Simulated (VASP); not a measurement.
Input of a VASP 6.6.1 run:

Contents of POSCAR:

```
PbO
1.0
    3.1793716482      0.0000000000      0.0000000000
    0.0000000000      3.1793716482      0.0000000000
    0.0000000000      0.0000000000      3.1793716482
Pb O
1 1
Direct
    0.0000000000      0.0000000000      0.0000000000
    0.5000000000      0.5000000000      0.5000000000
```

The input INCAR.step1:

```
PREC = Accurate ; ENCUT = 520
EDIFF = 1E-5 ; ISMEAR = 0
SIGMA = 0.01 ; LREAL = False
LASPH = True ; NELM = 80
ALGO = Normal ; ISIF = 2
LWAVE = True ; LCHARG = False
GGA = PE ; NBANDS = 17
```

Contents of INCAR.step2:

```
PREC = Accurate ; ENCUT = 520
EDIFF = 1E-6 ; ISMEAR = 0
SIGMA = 0.01 ; LREAL = False
LASPH = True ; NELM = 80
ALGO = Normal ; ISIF = 2
LWAVE = False ; LCHARG = False
GGA = PE ; LHFCALC = True
AEXX = 0.4 ; HFSCREEN = 0.2078
PRECFOCK = Normal ; ISTART = 1
NBANDS = 17
```

Contents of KPOINTS:

```
regular mesh
0
Gamma
  4 4 4
```

Potentials or basis: VASP PAW PBE potentials, release 64 (Pb_d, O).

Launch:

```console
$ cat potpaw_PBE.64/Pb_d/POTCAR potpaw_PBE.64/O/POTCAR > POTCAR
$ cp INCAR.step1 INCAR
$ mpirun -np 1 vasp_std > vasp.out
$ cp INCAR.step2 INCAR
$ mpirun -np 1 vasp_std > vasp.out
```

Question: Estimate the pressure.

Answer: -2.4 GPa.

Question: What does it give for the band gap on the k mesh?

Answer: 0.16 eV.

Caveat: the k points lie up to 0.49 Å⁻¹ apart; the PAW data sets were made with another functional, which shifts forces and pressure a little; spin-orbit coupling is left out, which moves the levels of the heavy elements. A k mesh can miss the band edges.
